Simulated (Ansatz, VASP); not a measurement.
## Two plane-wave programs on Mo

```
Mo
1.0
     3.11500    0.00000    0.00000
     0.00000    3.11500    0.00000
     0.00000    0.00000   21.34500
Mo
7
Direct
  0.00000 0.00000 0.28903
  0.50000 0.50000 0.35322
  0.00000 0.00000 0.42726
  0.50000 0.50000 0.50000
  0.00000 0.00000 0.57274
  0.50000 0.50000 0.64678
  0.00000 0.00000 0.71097
```

Alike in both runs: functional LDA; k mesh 16 × 16 × 1; occupations methfessel-paxton of order 1, width 0.1 eV; no spin polarisation.

Ansatz relaxed the structure, and its values are those at the end. VASP's run is a single point on that final structure, the one shown.

```csv
,VASP,Ansatz
version,VASP 6.6.1,Ansatz 0.2.0
potentials or method,"VASP PAW LDA potentials, release 64 (Mo_sv)","scalar-relativistic, plane waves, PAW"
plane-wave cutoff (eV),520,420
valence electrons in the cell,98,98
```

Ansatz gave:

| Quantity | Value |
| --- | --- |
| gap on the k mesh at the Fermi level (eV) | none |
| rms of the force components (eV/Å) | 0.002 |

Q: Estimate VASP's values.

A: gap on the k mesh at the Fermi level (eV): none; rms of the force components (eV/Å): 0.028.

LDA's correlation is that of Perdew and Zunger in VASP and of Perdew and Wang (1992) in Ansatz. A gap of «none» marks a metal or a gap that the smearing closes.
